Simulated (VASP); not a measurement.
# WS2 in VASP: further runs

The runs below take WS2 through single point, with LDA.

Everything below comes from runs of VASP 6.6.1. Logs are shortened: lines on timing, memory, paths and dates and some standing lists are left out, and cuts for length are marked.

## 1. The cell of the first run

The cell holds a slab with vacuum, 6 atoms: a = 3.207 Å, b = 3.131 Å, c = 23.943 Å, α = 88.83°, β = 86.89°, γ = 117.65°.

## 2. Single point, LDA

Contents of INCAR:

```
PREC     = Accurate       # precision mode
ENCUT    = 520            # plane-wave cutoff, eV
EDIFF    = 1E-7           # SCF threshold, eV
ISMEAR   = 0              # smearing method
SIGMA    = 0.05           # smearing width, eV
LREAL    = F              # projectors in reciprocal space
LASPH    = T              # aspherical terms in the spheres
NELM     = 100            # most SCF steps
ALGO     = Normal         # electronic algorithm
ISIF     = 2              # what is computed and relaxed
LWAVE    = F              # write WAVECAR
LCHARG   = F              # write CHGCAR
NBANDS   = 35             # bands
```

Contents of KPOINTS:

```
Automatic mesh
0
Gamma
  12 12 2
```

Contents of POSCAR:

```
WS2
1.0
    3.2045772011      0.0859764615      0.0859764615
   -1.5278308008      2.7322570338      0.0314695690
    0.6419207899      0.6419207899     23.9261385331
W S
2 4
Direct
    0.3333333333      0.6666666667      0.6302757360
    0.6666666667      0.3333333333      0.3697242640
    0.3333333333      0.6666666667      0.3028928957
    0.6666666667      0.3333333333      0.5633280735
    0.3333333333      0.6666666667      0.4366719265
    0.6666666667      0.3333333333      0.6971071043
```

Potentials or basis: VASP PAW LDA potentials, release 64 (W_sv, S).

On the command line:

```bash
$ cat potpaw_LDA.64/W_sv/POTCAR potpaw_LDA.64/S/POTCAR > POTCAR
$ mpirun -np 1 vasp_std > vasp.out
```

OUTCAR:

```text
PREC = Accurate
   ENCUT = 520
   EDIFF = 1E-7
   ISMEAR = 0
   LREAL = F
   LASPH = T
   NELM = 100
   ISIF = 2

 ion  position               nearest neighbor table
   1  0.333  0.667  0.630-   4 2.38   6 2.39   4 2.39   6 2.44   6 2.51   4 2.57
   2  0.667  0.333  0.370-   5 2.38   3 2.39   5 2.39   3 2.44   3 2.51   5 2.57
   3  0.333  0.667  0.303-   2 2.39   2 2.44   2 2.51
   4  0.667  0.333  0.563-   1 2.38   1 2.39   1 2.57
   5  0.333  0.667  0.437-   2 2.38   2 2.39   2 2.57
   6  0.667  0.333  0.697-   1 2.39   1 2.44   1 2.51

  LATTYP: Found a triclinic cell.
 ALAT       =     3.1305727572
 B/A-ratio  =     1.7320508076
 C/A-ratio  =     7.6440763659
 COS(alpha) =     0.0166437470
 COS(beta)  =     0.0482670496
 COS(gamma) =     0.8517804883

  Lattice vectors:

 A1 = (   1.5278308008,  -2.7322570338,  -0.0314695690)
 A2 = (   4.7324080019,  -2.6462805723,   0.0545068925)
 A3 = (  -1.0348256104,  -2.1763127054,  23.8086925026)

Analysis of symmetry for initial positions (statically):
=====================================================================
 Subroutine PRICEL returns:
 Original cell was already a primitive cell.

 Routine SETGRP: Setting up the symmetry group for a
 triclinic supercell.

 Subroutine GETGRP returns: Found  2 space group operations
 (whereof  2 operations were pure point group operations)
 out of a pool of  2 trial point group operations.

The static configuration has the point symmetry S_2 .

Analysis of symmetry for dynamics (positions and initial velocities):
=====================================================================
 Subroutine PRICEL returns:
 Original cell was already a primitive cell.

 Routine SETGRP: Setting up the symmetry group for a
 triclinic supercell.

 Subroutine GETGRP returns: Found  2 space group operations
 (whereof  2 operations were pure point group operations)
 out of a pool of  2 trial point group operations.

The dynamic configuration has the point symmetry S_2 .

 Subroutine INISYM returns: Found  2 space group operations
 (whereof  2 operations are pure point group operations),
 and found     1 'primitive' translations

----------------------------------------------------------------------------------------

                                     Primitive cell

  volume of cell :     212.3355

  direct lattice vectors                    reciprocal lattice vectors
     3.204577201  0.085976462  0.085976462     0.307777772  0.172252334 -0.012878857
    -1.527830801  2.732257034  0.031469569    -0.009427977  0.360834405 -0.009427977
     0.641920790  0.641920790 23.926138533    -0.001093572 -0.001093572  0.041853974

  length of vectors
     3.206883057  3.130572757 23.943354604     0.352936097  0.361080657  0.041882537

  position of ions in fractional coordinates (direct lattice)
     0.333333333  0.666666667  0.630275736
     0.666666667  0.333333333  0.369724264
     0.333333333  0.666666667  0.302892896
     0.666666667  0.333333333  0.563328074
     0.333333333  0.666666667  0.436671926
     0.666666667  0.333333333  0.697107104

  ion indices of the primitive-cell ions
   primitive index   ion index
                 1           1
                 2           2
                 3           3
                 4           4
                 5           5
                 6           6

----------------------------------------------------------------------------------------

 KPOINTS: Automatic mesh

Automatic generation of k-mesh.
 Grid dimensions read from file:
 generate k-points for:   12   12    2

 Generating k-lattice:

  Cartesian coordinates                     Fractional coordinates (reciprocal lattice)
     0.025648148  0.014354361 -0.001073238     0.083333333  0.000000000  0.000000000
    -0.000785665  0.030069534 -0.000785665     0.000000000  0.083333333  0.000000000
    -0.000546786 -0.000546786  0.020926987    -0.000000000  0.000000000  0.500000000

  Length of vectors
     0.029411341  0.030090055  0.020941269

  Shift w.r.t. Gamma in fractional coordinates (k-lattice)
     0.000000000  0.000000000  0.000000000

 Subroutine IBZKPT returns following result:
 ===========================================

 Found    148 irreducible k-points:

 Following reciprocal coordinates:
            Coordinates               Weight
  0.000000  0.000000  0.000000      1.000000
  0.083333  0.000000  0.000000      2.000000
  0.166667 -0.000000  0.000000      2.000000
  0.250000  0.000000  0.000000      2.000000
  0.333333 -0.000000 -0.000000      2.000000
  0.416667  0.000000  0.000000      2.000000
[... 16 lines left out ...]
  0.250000  0.166667  0.000000      2.000000
  0.333333  0.166667  0.000000      2.000000
 [... further k-points ...]
   k-points           NKPTS =    148   k-points in BZ     NKDIM =    148   number of bands    NBANDS=     35
   number of dos      NEDOS =    301   number of ions     NIONS =      6
   total plane-waves  NPLWV = 103680
   dimension x,y,z NGX =    24 NGY =   24 NGZ =  180
   dimension x,y,z NGXF=    48 NGYF=   48 NGZF=  360
   ions per type =               2   4
   NGX,Y,Z   is equivalent  to a cutoff of  12.44, 12.74, 12.50 a.u.
   NGXF,Y,Z  is equivalent  to a cutoff of  24.88, 25.49, 25.00 a.u.
 SYSTEM =  unknown system
   PREC   = accura    normal or accurate (medium, high low for compatibility)
   ISTART =      0    job   : 0-new  1-cont  2-samecut
   ICHARG =      2    charge: 1-file 2-atom 10-const
   ISPIN  =      1    spin polarized calculation?
   LNONCOLLINEAR =      F non collinear calculations
   LSORBIT =      F    spin-orbit coupling
   LASPH  =      T    aspherical Exc in radial PAW
   ENCUT  =  520.0 eV  38.22 Ry    6.18 a.u.   5.96  5.82 44.52*2*pi/ulx,y,z
   NELM   =    100;   NELMIN=  2; NELMDL= -5     # of ELM steps
   EDIFF  = 0.1E-06   stopping-criterion for ELM
   LREAL  =      F    real-space projection
   EDIFFG = 0.1E-05   stopping-criterion for IOM
   NSW    =      0    number of steps for IOM
   IBRION =     -1    ionic relax: 0-MD 1-quasi-New 2-CG
   NFREE  =      0    steps in history (QN), initial steepest desc. (CG)
   ISIF   =      2    stress and relaxation
   ISYM   =      2    0-nonsym 1-usesym 2-fastsym
   POTIM  = 0.5000    time-step for ionic-motion
   TEBEG  =    0.0;   TEEND  =   0.0 temperature during run
   PSTRESS=    0.0 pullay stress
   NELECT =      52.0000    total number of electrons
   NUPDOWN=      -1.0000    fix difference up-down
   EMIN   =  10.00;   EMAX   =-10.00  energy-range for DOS
   EFERMI =   0.00;   METHOD = LEGACY
   ISMEAR =     0;   SIGMA  =   0.05  broadening in eV -4-tet -1-fermi 0-gaus
   EFERMI_NEDOS =   21; number of points for ismear=-14 and -15
   IALGO  =     38    algorithm
   IMIX   =      4    mixing-type and parameters
     AMIX     =   0.40;   BMIX     =  1.00
     AMIX_MAG =   1.60;   BMIX_MAG =  1.00
  volume/ion in A,a.u.               =      35.39       238.82
  Fermi-wavevector in a.u.,A,eV,Ry     =   1.024240  1.935533 14.273430  1.049067
  Thomas-Fermi vector in A             =   2.158016
   LORBIT       =      0    0 simple, 1 ext, 2 COOP (PROOUT), +10 PAW based schemes
   GGA     = CA    functional components
   LHFCALC =     F    Hartree Fock is set to
   AEXX    =    0.0000 exact exchange contribution
   IVDW    =     0    specifies the selected vdW correction
   LEPSILON=     F    determine dielectric tensor
   LRPA    =     F    only Hartree local field effects (RPA)
 non-spin polarized calculation
 Gauss-broadening in eV      SIGMA  =   0.05
  energy-cutoff  :      520.00
  volume of cell :      212.34
 maximum number of plane-waves:      5760
   NGX = 11   NGY = 11   NGZ = 89

 number of electron      51.9999998 magnetization

 Free energy of the ion-electron system (eV)
  ---------------------------------------------------
  ext. energy  EPLUGINS =         0.00000000
  ---------------------------------------------------
  free energy    TOTEN  =       -51.82699369 eV

  energy without entropy =      -51.82699369  energy(sigma->0) =      -51.82699369

 E-fermi :   1.1138     XC(G=0):  -6.1792

 val. band max:        0.7795156623   @ k =   0.0000   0.0000   0.0000
 cond. band min:       2.0664263701   @ k =  -0.1667   0.3333   0.5000
 fundamental gap:      1.2869107078
 Fermi energy:         1.1138042585

 k-point     1 :       0.0000    0.0000    0.0000
  band No.  band energies     occupation
      1     -73.2164      2.00000
      2     -73.2164      2.00000
      3     -37.6999      2.00000
      4     -37.6998      2.00000
      5     -37.5916      2.00000
      6     -37.5916      2.00000
[... 27 lines left out ...]
     34       3.7230      0.00000
     35       5.4134      0.00000

 k-point     2 :       0.0833    0.0000    0.0000
  band No.  band energies     occupation
      1     -73.2155      2.00000
      2     -73.2155      2.00000
      3     -37.6966      2.00000
      4     -37.6966      2.00000
      5     -37.6097      2.00000
      6     -37.6097      2.00000
[... 27 lines left out ...]
     34       3.8061      0.00000
     35       5.7908      0.00000

 k-point     3 :       0.1667   -0.0000    0.0000
  band No.  band energies     occupation
      1     -73.2132      2.00000
      2     -73.2132      2.00000
      3     -37.6886      2.00000
      4     -37.6885      2.00000
      5     -37.6593      2.00000
      6     -37.6593      2.00000
[... 27 lines left out ...]
     34       4.1312      0.00000
     35       6.3380      0.00000

 k-point     4 :       0.2500    0.0000    0.0000
  band No.  band energies     occupation
      1     -73.2099      2.00000
      2     -73.2099      2.00000
      3     -37.7309      2.00000
      4     -37.7309      2.00000
      5     -37.6741      2.00000
      6     -37.6741      2.00000
[... 27 lines left out ...]
     34       4.5580      0.00000
     35       6.9082      0.00000

 k-point     5 :       0.3333   -0.0000   -0.0000
  band No.  band energies     occupation
      1     -73.2066      2.00000
      2     -73.2066      2.00000
      3     -37.7999      2.00000
      4     -37.7999      2.00000
      5     -37.6621      2.00000
      6     -37.6621      2.00000
[... 638 lines left out ...]
 k-point    22 :       0.1667    0.1667    0.0000
  band No.  band energies     occupation
      1     -73.2077      2.00000
      2     -73.2077      2.00000
      3     -37.7366      2.00000
      4     -37.7366      2.00000
      5     -37.6670      2.00000
      6     -37.6670      2.00000
[... 27 lines left out ...]
     34       4.7725      0.00000
     35       7.2898      0.00000

 k-point    23 :       0.2500    0.1667    0.0000
  band No.  band energies     occupation
      1     -73.2048      2.00000
      2     -73.2048      2.00000
      3     -37.7876      2.00000
      4     -37.7876      2.00000
      5     -37.6564      2.00000
      6     -37.6563      2.00000
[... 27 lines left out ...]
     34       5.1052      0.00000
     35       7.2941      0.00000

 k-point    24 :       0.3333    0.1667    0.0000
  band No.  band energies     occupation
      1     -73.2026      2.00000
      2     -73.2026      2.00000
      3     -37.8265      2.00000
      4     -37.8265      2.00000
      5     -37.6482      2.00000
      6     -37.6482      2.00000
[... 27 lines left out ...]
     34       5.2530      0.00000
     35       6.4530      0.00000

 [... further k-points ...]

------------------------ aborting loop because EDIFF is reached ----------------------------------------

  FORCE on cell =-STRESS in cart. coord.  units (eV):
  Direction    XX          YY          ZZ          XY          YZ          ZX
  --------------------------------------------------------------------------------------
  -------------------------------------------------------------------------------------
  Total       -6.4682635     -6.2976256     -7.1047416     -3.0711240     -4.4871327     -4.5018318
  in kB      -48.8062675    -47.5187194    -53.6088118    -23.1731589    -33.8576494    -33.9685616
  external PRESSURE =     -49.9779329 kB  Pullay stress =       0.0000000 kB

 VOLUME and BASIS-vectors are now :
 -----------------------------------------------------------------------------
  energy-cutoff  :      520.00
  volume of cell :      212.34
      direct lattice vectors                 reciprocal lattice vectors
     3.204577201  0.085976462  0.085976462     0.307777772  0.172252334 -0.012878857
    -1.527830801  2.732257034  0.031469569    -0.009427977  0.360834405 -0.009427977
     0.641920790  0.641920790 23.926138533    -0.001093572 -0.001093572  0.041853974

 POSITION                                       TOTAL-FORCE (eV/Angst)
 -----------------------------------------------------------------------------------
      0.45423      2.25475     15.12970        -0.064809      0.025628      0.169918
      1.86444      1.20540      8.91388         0.064809     -0.025628     -0.169918
      0.24407      2.04460      7.29670         0.618953      0.664870      1.134373
      1.98872      1.32968     13.54607         0.653591      0.613852      0.929256
      0.32995      2.13047     10.49751        -0.653591     -0.613852     -0.929256
      2.07460      1.41556     16.74689        -0.618953     -0.664870     -1.134373
 -----------------------------------------------------------------------------------
    total drift:                                0.000000      0.000000     -0.000000

  FREE ENERGIE OF THE ION-ELECTRON SYSTEM (eV)
  ---------------------------------------------------
  free  energy   TOTEN  =       -51.8269936943 eV

  energy  without entropy=      -51.8269936943  energy(sigma->0) =      -51.82699369
```

Wall time 16 min (1 thread of AMD EPYC 9R45 (Zen 5), shared host); peak memory 0.84 GiB.

What came out:

* Free energy: -51.8270 eV
* Largest force: 1.453 eV/Å
* Band gap on the k mesh: 1.29 eV (least direct gap 1.73 eV)

Forces on the atoms (eV/Å):
```
W   -0.065  0.026  0.170
W    0.065 -0.026 -0.170
S    0.619  0.665  1.134
S    0.654  0.614  0.929
S   -0.654 -0.614 -0.929
S   -0.619 -0.665 -1.134
```

Caveat: there is no dipole correction, which matters where the two faces differ; spin-orbit coupling is left out, which moves the levels of the heavy elements.

## 3. Single point, LDA

This run uses another cell than the first one.

Contents of INCAR:

```
SYSTEM = WS2
ALGO = Normal ; EDIFF = 1E-6
ENCUT = 520 ; ISIF = 2
ISMEAR = 0 ; LASPH = .True.
LCHARG = .False. ; LREAL = .False.
LWAVE = .False. ; NBANDS = 35
NELM = 80 ; PREC = Accurate
SIGMA = 0.05
```

Contents of KPOINTS:

```
k-points
0
Gamma
  12 12 2
  0 0 0
```

POSCAR, as its differences from that of step 2:

```diff
@@ -2,5 +2,5 @@
 1.0
-    3.2045772011      0.0859764615      0.0859764615
-   -1.5278308008      2.7322570338      0.0314695690
-    0.6419207899      0.6419207899     23.9261385331
+    3.2827376207     -0.1719529230     -0.1719529230
+   -1.7902844099      2.9289106350     -0.0629391381
+   -1.2838415798     -1.2838415798     24.5097028875
 W S
```

Potentials or basis: VASP PAW LDA potentials, release 64 (W_sv, S).

On the command line:

```bash
$ cat potpaw_LDA.64/W_sv/POTCAR potpaw_LDA.64/S/POTCAR > POTCAR
$ mpirun -np 1 vasp_std > vasp.out
```

Wall time 35 min (1 thread of Oxide Virtual Turin-like, shared host); peak memory 0.91 GiB.

Results (log left out):

```yaml
Free_energy: -50.2224 eV
Largest_force: 2.469 eV/Å
Band_gap_on_the_k_mesh: 1.00 eV (least direct gap 1.26 eV)
```

Forces on the atoms (eV/Å):
```
W    0.944  0.186  0.738
W   -0.944 -0.186 -0.738
S   -0.817 -1.174  1.906
S   -1.757 -1.331  1.114
S    1.757  1.331 -1.114
S    0.817  1.174 -1.906
```

Levels at points of the mesh, in eV from the valence-band top:
```
           k point  band 23  band 24  band 25  band 26  band 27  band 28  band 29  band 30
(0.00, 0.00, 0.00)    -1.88    -1.55    -0.48     0.00     1.26     1.41     1.75     1.76
(0.50, 0.00, 0.00)    -2.23    -2.10    -0.80    -0.79     1.86     1.87     2.42     2.59
(0.00, 0.50, 0.00)    -1.65    -1.60    -1.20    -0.79     1.52     1.52     2.49     2.53
(0.50, 0.50, 0.00)    -1.33    -1.20    -1.04    -1.00     1.75     1.76     2.26     2.28
(0.00, 0.00, 0.50)    -1.88    -1.55    -0.48     0.00     1.26     1.41     1.75     1.76
(0.50, 0.00, 0.50)    -2.23    -2.10    -0.80    -0.79     1.86     1.87     2.42     2.59
(0.00, 0.50, 0.50)    -1.65    -1.60    -1.20    -0.79     1.52     1.52     2.49     2.53
(0.50, 0.50, 0.50)    -1.33    -1.20    -1.04    -1.00     1.75     1.76     2.26     2.28
```

Caveat: there is no dipole correction, which matters where the two faces differ; spin-orbit coupling is left out, which moves the levels of the heavy elements.

(Continued in part 2 of 2.)
